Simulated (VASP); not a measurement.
Wanted: the native input for a VASP 6.6.1 run.

- Task: single point
- Functional: PBE
- Potentials or basis: VASP PAW PBE potentials, release 64 (B, P)
- Cutoff: 500 eV
- k mesh: 10 × 10 × 10
- Occupations: gaussian, width 0.01 eV
- Spin: no spin polarisation
- Dipole correction: no
- Further INCAR settings: ALGO = Normal; EDIFF = 1e-06; NBANDS = 11

The structure of BP lies in POSCAR:

```
BP
1.0
    0.0000000000      2.2690000000      2.2690000000
    2.2690000000      0.0000000000      2.2690000000
    2.2690000000      2.2690000000      0.0000000000
B P
1 1
Direct
    0.0000000000      0.0000000000      0.0000000000
    0.2500000000      0.2500000000      0.2500000000
```

These files were run (other wordings do the same):

INCAR

```
SYSTEM = BP
PREC = Accurate
ENCUT = 500
EDIFF = 1E-6
ISMEAR = 0
SIGMA = 0.01
LREAL = .False.
LASPH = .True.
NELM = 120
ALGO = Normal
ISIF = 2
LWAVE = .False.
LCHARG = .False.
GGA = PE
NBANDS = 11
GGA_COMPAT = .False.
```

KPOINTS

```
Automatic mesh
0
Gamma
  10 10 10
  0 0 0
```

Potentials or basis: VASP PAW PBE potentials, release 64 (B, P).

The run is started by

```sh
$ cat potpaw_PBE.64/B/POTCAR potpaw_PBE.64/P/POTCAR > POTCAR
$ mpirun -np 1 vasp_std > vasp.out
```

It gave:

| Property | Result |
| --- | --- |
| Pressure | 0.9 GPa |
| Band gap on the k mesh | 1.24 eV, indirect (least direct gap 3.40 eV) |

Wall time 11 s on 1 thread of Intel Xeon 8259CL (shared host), peak memory 0.14 GiB.
